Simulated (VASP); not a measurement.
# BAs (F-43m) in VASP: notebook

The runs below take BAs through single point, with PBE.

Everything below comes from runs of VASP 6.6.1. Logs are shortened: lines on timing, memory, paths and dates and some standing lists are left out, and cuts for length are marked.

**1. The cell of the first run**

The structure is cubic, space group F-43m (No. 216). Conventional cell: a = 4.809 Å, b = 4.809 Å, c = 4.809 Å, α = 90.00°, β = 90.00°, γ = 90.00°. B (site symmetry -43m) has 4 As at 2.08 Å within 2.8 Å. Within 2.8 Å of As (site symmetry -43m) lie 4 B at 2.08 Å.

**2. Single point, PBE**

INCAR

```
SYSTEM = BAs
PREC = Accurate ; ENCUT = 500
EDIFF = 1E-6 ; ISMEAR = 0
SIGMA = 0.01 ; LREAL = .FALSE.
LASPH = .TRUE. ; NELM = 120
ALGO = Normal ; ISIF = 2
LWAVE = .FALSE. ; LCHARG = .FALSE.
GGA = PE ; NBANDS = 11
GGA_COMPAT = .FALSE.
```

KPOINTS

```
regular mesh
0
G
  10 10 10
  0 0 0
```

POSCAR

```
BAs
1.0
    0.0000000000      2.4044114958      2.4044114958
    2.4044114958      0.0000000000      2.4044114958
    2.4044114958      2.4044114958      0.0000000000
B As
1 1
Direct
    0.0000000001      0.0000000001      0.0000000001
    0.2499999999      0.2499999999      0.2499999999
```

Potentials or basis: VASP PAW PBE potentials, release 64 (B, As).

Started as:

```sh
$ cat potpaw_PBE.64/B/POTCAR potpaw_PBE.64/As/POTCAR > POTCAR
$ mpirun -np 1 vasp_std > vasp.out
```

OUTCAR:

```text
SYSTEM = BAs
   PREC = Accurate
   ENCUT = 500
   EDIFF = 1E-6
   ISMEAR = 0
   LREAL = .FALSE.
   LASPH = .TRUE.
   NELM = 120
   ISIF = 2
   GGA = PE

 ion  position               nearest neighbor table
   1  0.000  0.000  0.000-   2 2.08   2 2.08   2 2.08   2 2.08
   2  0.250  0.250  0.250-   1 2.08   1 2.08   1 2.08   1 2.08

  LATTYP: Found a face centered cubic cell.
 ALAT       =     4.8088229916

  Lattice vectors:

 A1 = (   0.0000000000,   2.4044114958,   2.4044114958)
 A2 = (   2.4044114958,   0.0000000000,   2.4044114958)
 A3 = (   2.4044114958,   2.4044114958,   0.0000000000)

Analysis of symmetry for initial positions (statically):
=====================================================================
 Subroutine PRICEL returns:
 Original cell was already a primitive cell.

 Routine SETGRP: Setting up the symmetry group for a
 face centered cubic supercell.

 Subroutine GETGRP returns: Found 24 space group operations
 (whereof 24 operations were pure point group operations)
 out of a pool of 48 trial point group operations.

The static configuration has the point symmetry T_d .

Analysis of symmetry for dynamics (positions and initial velocities):
=====================================================================
 Subroutine PRICEL returns:
 Original cell was already a primitive cell.

 Routine SETGRP: Setting up the symmetry group for a
 face centered cubic supercell.

 Subroutine GETGRP returns: Found 24 space group operations
 (whereof 24 operations were pure point group operations)
 out of a pool of 48 trial point group operations.

The dynamic configuration has the point symmetry T_d .

 Subroutine INISYM returns: Found 24 space group operations
 (whereof 24 operations are pure point group operations),
 and found     1 'primitive' translations

----------------------------------------------------------------------------------------

                                     Primitive cell

  volume of cell :      27.8007

  direct lattice vectors                    reciprocal lattice vectors
     0.000000000  2.404411496  2.404411496    -0.207951094  0.207951094  0.207951094
     2.404411496  0.000000000  2.404411496     0.207951094 -0.207951094  0.207951094
     2.404411496  2.404411496  0.000000000     0.207951094  0.207951094 -0.207951094

  length of vectors
     3.400351347  3.400351347  3.400351347     0.360181860  0.360181860  0.360181860

  position of ions in fractional coordinates (direct lattice)
     0.000000000  0.000000000  0.000000000
     0.250000000  0.250000000  0.250000000

  ion indices of the primitive-cell ions
   primitive index   ion index
                 1           1
                 2           2

----------------------------------------------------------------------------------------

 KPOINTS: regular mesh

Automatic generation of k-mesh.
 Grid dimensions read from file:
 generate k-points for:   10   10   10

 Generating k-lattice:

  Cartesian coordinates                     Fractional coordinates (reciprocal lattice)
    -0.020795109  0.020795109  0.020795109     0.100000000  0.000000000  0.000000000
     0.020795109 -0.020795109  0.020795109     0.000000000  0.100000000  0.000000000
     0.020795109  0.020795109 -0.020795109     0.000000000  0.000000000  0.100000000

  Length of vectors
     0.036018186  0.036018186  0.036018186

  Shift w.r.t. Gamma in fractional coordinates (k-lattice)
     0.000000000  0.000000000  0.000000000

 Subroutine IBZKPT returns following result:
 ===========================================

 Found     47 irreducible k-points:

 Following reciprocal coordinates:
            Coordinates               Weight
  0.000000  0.000000  0.000000      1.000000
  0.100000  0.000000  0.000000      8.000000
  0.200000  0.000000  0.000000      8.000000
  0.300000  0.000000  0.000000      8.000000
  0.400000  0.000000  0.000000      8.000000
  0.500000  0.000000  0.000000      4.000000
[... 16 lines left out ...]
  0.300000  0.300000  0.000000      6.000000
  0.400000  0.300000  0.000000     24.000000
 [... further k-points ...]
   k-points           NKPTS =     47   k-points in BZ     NKDIM =     47   number of bands    NBANDS=     11
   number of dos      NEDOS =    301   number of ions     NIONS =      2
   total plane-waves  NPLWV =  21952
   dimension x,y,z NGX =    28 NGY =   28 NGZ =   28
   dimension x,y,z NGXF=    56 NGYF=   56 NGZF=   56
   ions per type =               1   1
   NGX,Y,Z   is equivalent  to a cutoff of  13.69, 13.69, 13.69 a.u.
   NGXF,Y,Z  is equivalent  to a cutoff of  27.38, 27.38, 27.38 a.u.
 SYSTEM =  BAs
   PREC   = accura    normal or accurate (medium, high low for compatibility)
   ISTART =      0    job   : 0-new  1-cont  2-samecut
   ICHARG =      2    charge: 1-file 2-atom 10-const
   ISPIN  =      1    spin polarized calculation?
   LNONCOLLINEAR =      F non collinear calculations
   LSORBIT =      F    spin-orbit coupling
   LASPH  =      T    aspherical Exc in radial PAW
   ENCUT  =  500.0 eV  36.75 Ry    6.06 a.u.   6.20  6.20  6.20*2*pi/ulx,y,z
   NELM   =    120;   NELMIN=  2; NELMDL= -5     # of ELM steps
   EDIFF  = 0.1E-05   stopping-criterion for ELM
   LREAL  =      F    real-space projection
   EDIFFG = 0.1E-04   stopping-criterion for IOM
   NSW    =      0    number of steps for IOM
   IBRION =     -1    ionic relax: 0-MD 1-quasi-New 2-CG
   NFREE  =      0    steps in history (QN), initial steepest desc. (CG)
   ISIF   =      2    stress and relaxation
   ISYM   =      2    0-nonsym 1-usesym 2-fastsym
   POTIM  = 0.5000    time-step for ionic-motion
   TEBEG  =    0.0;   TEEND  =   0.0 temperature during run
   PSTRESS=    0.0 pullay stress
   NELECT =       8.0000    total number of electrons
   NUPDOWN=      -1.0000    fix difference up-down
   EMIN   =  10.00;   EMAX   =-10.00  energy-range for DOS
   EFERMI =   0.00;   METHOD = LEGACY
   ISMEAR =     0;   SIGMA  =   0.01  broadening in eV -4-tet -1-fermi 0-gaus
   EFERMI_NEDOS =   21; number of points for ismear=-14 and -15
   IALGO  =     38    algorithm
   IMIX   =      4    mixing-type and parameters
     AMIX     =   0.40;   BMIX     =  1.00
     AMIX_MAG =   1.60;   BMIX_MAG =  1.00
  volume/ion in A,a.u.               =      13.90        93.80
  Fermi-wavevector in a.u.,A,eV,Ry     =   1.080818  2.042450 15.893894  1.168168
  Thomas-Fermi vector in A             =   2.216819
   LORBIT       =      0    0 simple, 1 ext, 2 COOP (PROOUT), +10 PAW based schemes
   GGA     = PE    functional components
   LHFCALC =     F    Hartree Fock is set to
   AEXX    =    0.0000 exact exchange contribution
   IVDW    =     0    specifies the selected vdW correction
   LEPSILON=     F    determine dielectric tensor
   LRPA    =     F    only Hartree local field effects (RPA)
 non-spin polarized calculation
 Gauss-broadening in eV      SIGMA  =   0.01
  energy-cutoff  :      500.00
  volume of cell :       27.80
 maximum number of plane-waves:       725
 NGX is ok and might be reduce to    28
   NGX = 13   NGY = 13   NGZ = 13

 number of electron       8.0000000 magnetization

 Free energy of the ion-electron system (eV)
  ---------------------------------------------------
  ext. energy  EPLUGINS =         0.00000000
  ---------------------------------------------------
  free energy    TOTEN  =       -11.41313085 eV

  energy without entropy =      -11.41313085  energy(sigma->0) =      -11.41313085

 E-fermi :   6.0368     XC(G=0): -10.4981

 val. band max:        5.9083186086   @ k =   0.0000   0.0000   0.0000
 cond. band min:       7.1041928537   @ k =   0.4000   0.4000   0.0000
 fundamental gap:      1.1958742451
 Fermi energy:         6.0368268882

 k-point     1 :       0.0000    0.0000    0.0000
  band No.  band energies     occupation
      1      -9.3127      2.00000
      2       5.9083      2.00000
      3       5.9083      2.00000
      4       5.9083      2.00000
      5       9.1601      0.00000
      6       9.1601      0.00000
      7       9.1601      0.00000
      8      10.3432      0.00000
      9      15.3954      0.00000
     10      18.7787      0.00000
     11      18.7787      0.00000

 k-point     2 :       0.1000    0.0000    0.0000
  band No.  band energies     occupation
      1      -9.1515      2.00000
      2       4.5244      2.00000
      3       5.6136      2.00000
      4       5.6136      2.00000
      5       9.2635      0.00000
      6       9.5489      0.00000
      7       9.5489      0.00000
      8      11.2622      0.00000
      9      16.0264      0.00000
     10      17.7359      0.00000
     11      17.7359      0.00000

 k-point     3 :       0.2000    0.0000    0.0000
  band No.  band energies     occupation
      1      -8.6764      2.00000
      2       2.1913      2.00000
      3       5.0503      2.00000
      4       5.0503      2.00000
      5       9.0184      0.00000
      6      10.2553      0.00000
      7      10.2553      0.00000
      8      12.9274      0.00000
      9      17.0219      0.00000
     10      17.0261      0.00000
     11      17.0261      0.00000

 k-point     4 :       0.3000    0.0000    0.0000
  band No.  band energies     occupation
      1      -7.9246      2.00000
      2      -0.0625      2.00000
      3       4.5509      2.00000
      4       4.5509      2.00000
      5       8.7362      0.00000
      6      10.6615      0.00000
      7      10.6615      0.00000
      8      14.2429      0.00000
      9      17.1411      0.00000
     10      17.4548      0.00000
     11      17.4548      0.00000
[... 239 lines left out ...]
 k-point    22 :      -0.2000    0.2000    0.0000
  band No.  band energies     occupation
      1      -7.6663      2.00000
      2       0.4896      2.00000
      3       1.9190      2.00000
      4       4.6394      2.00000
      5       9.7660      0.00000
      6      10.9736      0.00000
      7      11.8368      0.00000
      8      12.8156      0.00000
      9      15.7647      0.00000
     10      18.4055      0.00000
     11      19.8841      0.00000

 k-point    23 :       0.3000    0.3000    0.0000
  band No.  band energies     occupation
      1      -7.4340      2.00000
      2       0.7229      2.00000
      3       2.7856      2.00000
      4       2.7856      2.00000
      5       7.3177      0.00000
      6       9.5539      0.00000
      7      14.2361      0.00000
      8      14.2361      0.00000
      9      16.7295      0.00000
     10      20.7453      0.00000
     11      20.9001      0.00000

 k-point    24 :       0.4000    0.3000    0.0000
  band No.  band energies     occupation
      1      -6.7229      2.00000
      2      -0.4963      2.00000
      3       2.0142      2.00000
      4       2.4940      2.00000
      5       7.6148      0.00000
      6       9.2966      0.00000
      7      14.6031      0.00000
      8      14.8466      0.00000
      9      17.7889      0.00000
     10      21.4725      0.00000
     11      21.6508      0.00000

 [... further k-points ...]

------------------------ aborting loop because EDIFF is reached ----------------------------------------

  FORCE on cell =-STRESS in cart. coord.  units (eV):
  Direction    XX          YY          ZZ          XY          YZ          ZX
  --------------------------------------------------------------------------------------
  -------------------------------------------------------------------------------------
  Total        0.1103174      0.1103174      0.1103174     -0.0000000     -0.0000000      0.0000000
  in kB        6.3576720      6.3576720      6.3576720     -0.0000000     -0.0000000      0.0000000
  external PRESSURE =       6.3576720 kB  Pullay stress =       0.0000000 kB

 VOLUME and BASIS-vectors are now :
 -----------------------------------------------------------------------------
  energy-cutoff  :      500.00
  volume of cell :       27.80
      direct lattice vectors                 reciprocal lattice vectors
     0.000000000  2.404411496  2.404411496    -0.207951094  0.207951094  0.207951094
     2.404411496  0.000000000  2.404411496     0.207951094 -0.207951094  0.207951094
     2.404411496  2.404411496  0.000000000     0.207951094  0.207951094 -0.207951094

 POSITION                                       TOTAL-FORCE (eV/Angst)
 -----------------------------------------------------------------------------------
      0.00000      0.00000      0.00000        -0.000000     -0.000000      0.000000
      1.20221      1.20221      1.20221         0.000000      0.000000      0.000000
 -----------------------------------------------------------------------------------
    total drift:                               -0.000000     -0.000000     -0.000000

  FREE ENERGIE OF THE ION-ELECTRON SYSTEM (eV)
  ---------------------------------------------------
  free  energy   TOTEN  =       -11.4131308454 eV

  energy  without entropy=      -11.4131308454  energy(sigma->0) =      -11.41313085
```

Wall time 24 s (1 thread of Intel Xeon 8259CL, shared host); peak memory 0.16 GiB.

Results:

```yaml
Free_energy: -11.4131 eV
Pressure: 0.6 GPa
Band_gap_on_the_k_mesh: 1.20 eV, indirect (least direct gap 3.25 eV)
```

**3. Single point, PBE**

This run uses another cell than the first one, of 13.63 Å³/atom, 0.980 times its volume.

INCAR

```
SYSTEM = BAs
  ALGO = Normal
  EDIFF = 1E-6
  ENCUT = 500
  GGA = PE
  GGA_COMPAT = .FALSE.
  ISIF = 2
  ISMEAR = 0
  LASPH = .TRUE.
  LCHARG = .FALSE.
  LREAL = .FALSE.
  LWAVE = .FALSE.
  NBANDS = 11
  NELM = 120
  PREC = Accurate
  SIGMA = 0.01
```

KPOINTS

```
k-points
0
G
  10 10 10
  0 0 0
```

POSCAR

```
BAs
1.0
    0.0000000000      2.3885000000      2.3885000000
    2.3885000000      0.0000000000      2.3885000000
    2.3885000000      2.3885000000      0.0000000000
B As
1 1
Direct
    0.0000000000      0.0000000000      0.0000000000
    0.2500000000      0.2500000000      0.2500000000
```

Potentials or basis: VASP PAW PBE potentials, release 64 (B, As).

Started as:

```sh
$ cat potpaw_PBE.64/B/POTCAR potpaw_PBE.64/As/POTCAR > POTCAR
$ mpirun -np 1 vasp_std > vasp.out
```

Wall time 27 s (1 thread of Intel Xeon 8259CL, shared host); peak memory 0.16 GiB.

It converged, with:

```
Free energy            : -11.4061 eV
Pressure               : 3.4 GPa
Band gap on the k mesh : 1.18 eV, indirect (least direct gap 3.28 eV)
```

Levels at points of the mesh, in eV from the valence-band top:
```tsv
k point	band 2	band 3	band 4	band 5	band 6	band 7
(0.00, 0.00, 0.00)	0.00	0.00	0.00	3.28	3.28	3.28
(0.50, 0.00, 0.00)	-8.79	-1.82	-1.82	2.69	4.78	4.78
(0.50, 0.50, 0.00)	-8.53	-4.08	-4.08	1.43	1.44	11.37
```

A k mesh can miss the band edges. A hybrid or GW would open this gap; PBE tends to underestimate it.
